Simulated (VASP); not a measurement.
# Mo (Im-3m) in VASP: notebook, part 2 of 2

VASP 6.6.1. The steps go on from the part before.

**4. Relaxation of cell and atoms, PBEsol, target pressure 5 GPa, at which the enthalpy is minimised**

This run uses another cell than the first one, of 15.89 Å³/atom, 1.072 times its volume.

Contents of INCAR:

```
PREC     = Accurate       # precision mode
ENCUT    = 600            # plane-wave cutoff, eV
EDIFF    = 1E-6           # SCF threshold, eV
ISMEAR   = -1             # smearing method
SIGMA    = 0.05           # smearing width, eV
LREAL    = F              # projectors in reciprocal space
LASPH    = T              # aspherical terms in the spheres
NELM     = 80             # most SCF steps
ALGO     = Normal         # electronic algorithm
ISIF     = 3              # what is computed and relaxed
LWAVE    = F              # write WAVECAR
LCHARG   = F              # write CHGCAR
GGA      = PS             # functional
IBRION   = 2              # ionic algorithm
NSW      = 80             # ionic steps
EDIFFG   = -0.005         # ionic threshold
PSTRESS  = 50.0
```

Contents of KPOINTS:

```
regular mesh
0
Gamma
  12 12 12
```

Contents of POSCAR:

```
Mo
1.0
   -1.5838089719      1.5838089719      1.5838089719
    1.5838089719     -1.5838089719      1.5838089719
    1.5838089719      1.5838089719     -1.5838089719
Mo
1
Direct
    0.0000000000      0.0000000000      0.0000000000
```

Potentials or basis: VASP PAW PBE potentials, release 64 (Mo_sv).

Command:

```sh
> cat potpaw_PBE.64/Mo_sv/POTCAR > POTCAR
> mpirun -np 1 vasp_std > vasp.out
```

OUTCAR:

```text
PREC = Accurate
   ENCUT = 600
   EDIFF = 1E-6
   ISMEAR = -1
   LREAL = F
   LASPH = T
   NELM = 80
   ISIF = 3
   GGA = PS
   IBRION = 2
   NSW = 80
   EDIFFG = -0.005
   PSTRESS = 50.0

 ion  position               nearest neighbor table
   1  0.000  0.000  0.000-

  LATTYP: Found a body centered cubic cell.
 ALAT       =     3.1676179438

  Lattice vectors:

 A1 = (  -1.5838089719,   1.5838089719,   1.5838089719)
 A2 = (   1.5838089719,  -1.5838089719,   1.5838089719)
 A3 = (   1.5838089719,   1.5838089719,  -1.5838089719)

Analysis of symmetry for initial positions (statically):
=====================================================================
 Subroutine PRICEL returns:
 Original cell was already a primitive cell.

 Routine SETGRP: Setting up the symmetry group for a
 body centered cubic supercell.

 Subroutine GETGRP returns: Found 48 space group operations
 (whereof 48 operations were pure point group operations)
 out of a pool of 48 trial point group operations.

The static configuration has the point symmetry O_h .

Analysis of symmetry for dynamics (positions and initial velocities):
=====================================================================
 Subroutine PRICEL returns:
 Original cell was already a primitive cell.

 Routine SETGRP: Setting up the symmetry group for a
 body centered cubic supercell.

 Subroutine GETGRP returns: Found 48 space group operations
 (whereof 48 operations were pure point group operations)
 out of a pool of 48 trial point group operations.

The dynamic configuration has the point symmetry O_h .

 Subroutine INISYM returns: Found 48 space group operations
 (whereof 48 operations are pure point group operations),
 and found     1 'primitive' translations

----------------------------------------------------------------------------------------

                                     Primitive cell

  volume of cell :      15.8916

  direct lattice vectors                    reciprocal lattice vectors
    -1.583808972  1.583808972  1.583808972     0.000000000  0.315694638  0.315694638
     1.583808972 -1.583808972  1.583808972     0.315694638  0.000000000  0.315694638
     1.583808972  1.583808972 -1.583808972     0.315694638  0.315694638  0.000000000

  length of vectors
     2.743237609  2.743237609  2.743237609     0.446459639  0.446459639  0.446459639

  position of ions in fractional coordinates (direct lattice)
     0.000000000  0.000000000  0.000000000

  ion indices of the primitive-cell ions
   primitive index   ion index
                 1           1

----------------------------------------------------------------------------------------

 KPOINTS: regular mesh

Automatic generation of k-mesh.
 Grid dimensions read from file:
 generate k-points for:   12   12   12

[... 22 lines left out ...]
  0.166667  0.000000  0.000000     12.000000
  0.250000  0.000000  0.000000     12.000000
  0.333333  0.000000  0.000000     12.000000
  0.416667  0.000000  0.000000     12.000000
[... 16 lines left out ...]
  0.333333  0.083333  0.083333     24.000000
  0.416667  0.083333  0.083333     12.000000
 [... further k-points ...]
   k-points           NKPTS =     72   k-points in BZ     NKDIM =     72   number of bands    NBANDS=     11
   number of dos      NEDOS =    301   number of ions     NIONS =      1
   total plane-waves  NPLWV =  13824
   dimension x,y,z NGX =    24 NGY =   24 NGZ =   24
   dimension x,y,z NGXF=    48 NGYF=   48 NGZF=   48
   ions per type =               1
   NGX,Y,Z   is equivalent  to a cutoff of  14.54, 14.54, 14.54 a.u.
   NGXF,Y,Z  is equivalent  to a cutoff of  29.09, 29.09, 29.09 a.u.
 SYSTEM =  unknown system
   PREC   = accura    normal or accurate (medium, high low for compatibility)
   ISTART =      0    job   : 0-new  1-cont  2-samecut
   ICHARG =      2    charge: 1-file 2-atom 10-const
   ISPIN  =      1    spin polarized calculation?
   LNONCOLLINEAR =      F non collinear calculations
   LSORBIT =      F    spin-orbit coupling
   LASPH  =      T    aspherical Exc in radial PAW
   ENCUT  =  600.0 eV  44.10 Ry    6.64 a.u.   5.48  5.48  5.48*2*pi/ulx,y,z
   NELM   =     80;   NELMIN=  2; NELMDL= -5     # of ELM steps
   EDIFF  = 0.1E-05   stopping-criterion for ELM
   LREAL  =      F    real-space projection
   EDIFFG = -.5E-02   stopping-criterion for IOM
   NSW    =     80    number of steps for IOM
   IBRION =      2    ionic relax: 0-MD 1-quasi-New 2-CG
   NFREE  =      1    steps in history (QN), initial steepest desc. (CG)
   ISIF   =      3    stress and relaxation
   ISYM   =      2    0-nonsym 1-usesym 2-fastsym
   POTIM  = 0.5000    time-step for ionic-motion
   TEBEG  =    0.0;   TEEND  =   0.0 temperature during run
   PSTRESS=   50.0 pullay stress
   NELECT =      14.0000    total number of electrons
   NUPDOWN=      -1.0000    fix difference up-down
   EMIN   =  10.00;   EMAX   =-10.00  energy-range for DOS
   EFERMI =   0.00;   METHOD = LEGACY
   ISMEAR =    -1;   SIGMA  =   0.05  broadening in eV -4-tet -1-fermi 0-gaus
   EFERMI_NEDOS =   21; number of points for ismear=-14 and -15
   IALGO  =     38    algorithm
   IMIX   =      4    mixing-type and parameters
     AMIX     =   0.40;   BMIX     =  1.00
     AMIX_MAG =   1.60;   BMIX_MAG =  1.00
  volume/ion in A,a.u.               =      15.89       107.24
  Fermi-wavevector in a.u.,A,eV,Ry     =   1.569380  2.965698 33.510508  2.462953
  Thomas-Fermi vector in A             =   2.671271
   LORBIT       =      0    0 simple, 1 ext, 2 COOP (PROOUT), +10 PAW based schemes
   GGA     = PS    functional components
   LHFCALC =     F    Hartree Fock is set to
   AEXX    =    0.0000 exact exchange contribution
   IVDW    =     0    specifies the selected vdW correction
   LEPSILON=     F    determine dielectric tensor
   LRPA    =     F    only Hartree local field effects (RPA)
 conjugate gradient relaxation of ions
 non-spin polarized calculation
  energy-cutoff  :      600.00
  volume of cell :       15.89
 maximum number of plane-waves:       555
 NGX is ok and might be reduce to    24
   NGX = 11   NGY = 11   NGZ = 11

--------------------------------------- Ionic step        1  -------------------------------------------

 number of electron      14.0000002 magnetization

 Free energy of the ion-electron system (eV)
  ---------------------------------------------------
  ext. energy  EPLUGINS =         0.00000000
  ---------------------------------------------------
  free energy    TOTEN  =       -11.77905672 eV

  energy without entropy =      -11.77655101  energy(sigma->0) =      -11.77780386

------------------------ aborting loop because EDIFF is reached ----------------------------------------

  FORCE on cell =-STRESS in cart. coord.  units (eV):
  Direction    XX          YY          ZZ          XY          YZ          ZX
  --------------------------------------------------------------------------------------
  -------------------------------------------------------------------------------------
  Total       -0.9159207     -0.9159207     -0.9159207      0.0000000      0.0000000      0.0000000
  in kB      -92.3421715    -92.3421715    -92.3421715      0.0000000      0.0000000      0.0000000
  external PRESSURE =    -142.3421715 kB  Pullay stress =      50.0000000 kB
[... 209 lines left out ...]
--------------------------------------- Ionic step        7  -------------------------------------------

 number of electron      13.9999999 magnetization

 Free energy of the ion-electron system (eV)
  ---------------------------------------------------
  ext. energy  EPLUGINS =         0.00000000
  ---------------------------------------------------
  free energy    TOTEN  =       -11.79141647 eV

  energy without entropy =      -11.78927496  energy(sigma->0) =      -11.79034572

 E-fermi :  12.9807     XC(G=0): -13.7299

 val. band max:       12.8881824124   @ k =  -0.1667   0.2500   0.0833
 cond. band min:      13.0156182989   @ k =   0.5000   0.5000   0.0833
 fundamental gap:      0.1274358865
 Fermi energy:        12.9806556334

 k-point     1 :       0.0000    0.0000    0.0000
  band No.  band energies     occupation
      1     -48.1584      2.00000
      2     -21.3592      2.00000
      3     -21.3592      2.00000
      4     -21.3592      2.00000
      5       5.6447      2.00000
      6      11.6064      2.00000
      7      11.6064      2.00000
      8      11.6064      2.00000
      9      14.7539      0.00000
     10      14.7539      0.00000
     11      27.9021      0.00000
[... 309 lines left out ...]
 k-point    24 :       0.4167    0.0833    0.0833
  band No.  band energies     occupation
      1     -47.8444      2.00000
      2     -22.8330      2.00000
      3     -21.9353      2.00000
      4     -21.4803      2.00000
      5       8.0841      2.00000
      6       9.4612      2.00000
      7      13.4432      0.00019
      8      14.9827      0.00000
      9      15.5024      0.00000
     10      19.7377      0.00000
     11      24.5829      0.00000

 [... further k-points ...]
[... 5 lines left out ...]
  --------------------------------------------------------------------------------------
  -------------------------------------------------------------------------------------
  Total        0.4692941      0.4692941      0.4692941     -0.0000000     -0.0000000     -0.0000000
  in kB       49.8368193     49.8368193     49.8368193     -0.0000000     -0.0000000     -0.0000000
  external PRESSURE =      -0.1631807 kB  Pullay stress =      50.0000000 kB
[... 20 lines left out ...]
  energy  without entropy=      -11.7892749630  energy(sigma->0) =      -11.79034572

  enthalpy is  TOTEN    =       -11.3205857520 eV   P V=        0.4708307177

 reached required accuracy - stopping structural energy minimisation
```

Run time: 30 s. Hardware: 1 thread of Intel Xeon Platinum 8559C (Emerald Rapids), shared host; peak memory 0.16 GiB.

What came out:

* Free energy: -11.7914 eV
* Relaxed volume: 15.09 Å³/atom
* Relaxed cell: a = 2.696 Å, b = 2.696 Å, c = 2.696 Å, α = 109.47°, β = 109.47°, γ = 109.47°
* Space group after relaxing (to 0.05 Å): Im-3m (No. 229)
* Energy change on relaxing (the enthalpy is what falls): -12.4 meV/atom
* Ionic steps: 7
* Pressure after relaxing: 5.0 GPa
* Band gap on the k mesh: zero (band 7 reaches 17.26 eV, above the bottom of band 8 at 11.61 eV)

Step by step:
```csv
step,energy change (eV),largest force (eV/Å),pressure (GPa),volume (Å³)
1,0.0000,0.0000,-9.23,15.89
2,0.4665,0.0000,72.05,12.86
3,-0.0139,0.0000,3.87,15.14
4,-0.0127,0.0000,4.78,15.10
5,-0.0122,0.0000,5.10,15.08
6,-0.0127,0.0000,4.80,15.10
7,-0.0124,0.0000,4.98,15.09
```

Final structure:
```
Mo
1.0
    -1.55662    1.55662    1.55662
     1.55662   -1.55662    1.55662
     1.55662    1.55662   -1.55662
Mo
1
Direct
  0.00000 0.00000 0.00000
```

Caveat: the cell is relaxed towards a set pressure, so the enthalpy falls and the energy may rise; the PAW data sets were made with another functional, which shifts forces and pressure a little.

**5. Relaxation of cell and atoms, PBEsol, target pressure 10 GPa, at which the enthalpy is minimised**

This run uses another cell than the first one, of 15.89 Å³/atom, 1.072 times its volume.

Contents of INCAR:

```
ALGO = Normal ; EDIFF = 1E-6
EDIFFG = -0.005 ; ENCUT = 600
GGA = PS ; IBRION = 2
ISIF = 3 ; ISMEAR = -1
LASPH = T ; LCHARG = F
LREAL = F ; LWAVE = F
NELM = 80 ; NSW = 80
PREC = Accurate ; PSTRESS = 100.0
SIGMA = 0.05
```

Contents of KPOINTS:

```
k-points
0
Gamma
  12 12 12
```

POSCAR is that of step 4.

Command:

```sh
> cat potpaw_PBE.64/Mo_sv/POTCAR > POTCAR
> mpirun -np 1 vasp_std > vasp.out
```

It took 26 s on 1 thread of Intel Xeon Platinum 8559C (Emerald Rapids), shared host; peak memory 0.15 GiB.

It converged, with:

| Quantity | Value |
| --- | --- |
| Free energy | -11.7803 eV |
| Relaxed volume | 14.85 Å³/atom |
| Relaxed cell | a = 2.682 Å, b = 2.682 Å, c = 2.682 Å, α = 109.47°, β = 109.47°, γ = 109.47° |
| Space group after relaxing (to 0.05 Å) | Im-3m (No. 229) |
| Energy change on relaxing (the enthalpy is what falls) | -1.3 meV/atom |
| Ionic steps | 5 |
| Pressure after relaxing | 10.0 GPa |
| Band gap on the k mesh | zero (band 7 reaches 17.62 eV, above the bottom of band 8 at 11.84 eV) |

The path:
```tsv
step	energy change (eV)	largest force (eV/Å)	pressure (GPa)	volume (Å³)
1	0.0000	0.0000	-9.23	15.89
2	1.0389	0.0000	120.34	11.90
3	-0.0072	0.0000	7.68	14.96
4	-0.0026	0.0000	9.51	14.87
5	-0.0013	0.0000	10.00	14.85
```

Final structure:
```
Mo
1.0
    -1.54839    1.54839    1.54839
     1.54839   -1.54839    1.54839
     1.54839    1.54839   -1.54839
Mo
1
Direct
  0.00000 0.00000 0.00000
```

Levels at points of the mesh, in eV from the Fermi level:
```tsv
k point	band 4	band 5	band 6	band 7	band 8	band 9	band 10	band 11
(0.00, 0.00, 0.00)	-34.30	-7.38	-1.41	-1.41	-1.41	1.80	1.80	14.94
(0.50, 0.00, 0.00)	-34.32	-5.61	-3.60	1.87	1.88	2.54	5.22	12.10
(0.50, 0.50, 0.50)	-35.43	-5.82	-5.82	4.38	4.38	4.38	9.50	9.50
```

Caveat: the cell is relaxed towards a set pressure, so the enthalpy falls and the energy may rise; the PAW data sets were made with another functional, which shifts forces and pressure a little.

**6. Overview**

| task | cell | cutoff (eV) | gap on the mesh (eV) | pressure (GPa) |
| --- | --- | --- | --- | --- |
| single point | a = 2.680 Å, angles 109.5°, 1 atom | 520 | none | 10.6 |
| relaxation of cell and atoms | relaxed from a = 2.743 Å, angles 109.5°, 1 atom | 600 | none | 0.0 |
| relaxation of cell and atoms | relaxed to 5 GPa from a = 2.743 Å, angles 109.5°, 1 atom | 600 | none | 5.0 |
| relaxation of cell and atoms | relaxed to 10 GPa from a = 2.743 Å, angles 109.5°, 1 atom | 600 | none | 10.0 |

Alike in all rows: level PBEsol; potentials or basis VASP PAW PBE potentials, release 64 (Mo_sv); no spin polarisation; k mesh 12 × 12 × 12; smearing fermi-dirac 0.05 eV.

Caveats: the PAW data sets were made with another functional, which shifts forces and pressure a little; the cell is relaxed towards a set pressure, so the enthalpy falls and the energy may rise (some runs).

Absolute energies hang on the potentials; compare differences alone.
